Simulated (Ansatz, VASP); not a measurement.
**One calculation of Ge, two programs**

File INCAR:

```
ALGO     = Normal         # electronic algorithm
EDIFF    = 1E-6           # SCF threshold, eV
ENCUT    = 520            # plane-wave cutoff, eV
GGA      = PS             # functional
ISIF     = 2              # what is computed and relaxed
ISMEAR   = 0              # smearing method
IVDW     = 12             # dispersion correction
LASPH    = True           # aspherical terms in the spheres
LCHARG   = False          # write CHGCAR
LREAL    = False          # projectors in reciprocal space
LWAVE    = False          # write WAVECAR
NBANDS   = 21             # bands
NELM     = 100            # most SCF steps
PREC     = Accurate       # precision mode
SIGMA    = 0.1            # smearing width, eV
```

File KPOINTS:

```
k-points
0
Gamma
  8 8 8
```

Contents of POSCAR:

```
Ge
1.0
    0.0000000000      2.8289100000      2.8289100000
    2.8289100000      0.0000000000      2.8289100000
    2.8289100000      2.8289100000      0.0000000000
Ge
2
Direct
    0.7475720000      0.7528100000      0.7478460000
    0.4956110000      0.5029590000      0.5022330000
```

The input input.yaml:

```yaml
crystal:
  lattice:
    - [0.0, 2.82891, 2.82891]
    - [2.82891, 0.0, 2.82891]
    - [2.82891, 2.82891, 0.0]
  atoms:
    - { symbol: Ge, position: [0.747572, 0.75281, 0.747846] }
    - { symbol: Ge, position: [0.495611, 0.502959, 0.502233] }
kpoints:
  mp_grid: { grid: [8, 8, 8] }
scf:
  occupations: { method: gaussian, width: 0.1 }
hamiltonian:
  xc: pbesol
  dispersion: d3bj
  pseudopotentials: { kind: all_electron, lapw: { basis_error: 0.001 } }
output:
  forces: true
  stress: true
  eigenvalues: true
  dos: { projected: false, de: 0.2, e_range: [-20, 6] }
```

Change from the starting cell: atoms moved at random, drawn with an rms of 0.02 Å.

Alike in both runs: functional PBEsol; dispersion D3(BJ); k mesh 8 × 8 × 8; occupations gaussian, width 0.1 eV; no spin polarisation.

|  | VASP | Ansatz |
| --- | --- | --- |
| version | VASP 6.6.1 | Ansatz 0.2.0 |
| potentials or method | VASP PAW PBE potentials, release 64 (Ge_d), cutoff 520 eV | all-electron LAPW, scalar-relativistic |
| task | single point | density of states |

```tsv
	VASP	Ansatz	Ansatz less VASP
gap on the k mesh at the Fermi level (eV)	0.09	0.09	+0.004
least direct gap on the mesh (eV)	0.09	0.09	+0.004
pressure (GPa)	-1.3	-1.2	+0.09
traceless stress, the component that is largest in VASP (GPa)	0.39	0.40	+0.003
rms of the force components (eV/Å)	0.092	0.092	-0.0001
```

VASP's potentials were made for PBE, not for PBEsol. Atom by atom the forces differ by 0.000 eV/Å (rms over components). Ansatz ran all-electron here, and VASP with PAW potentials.
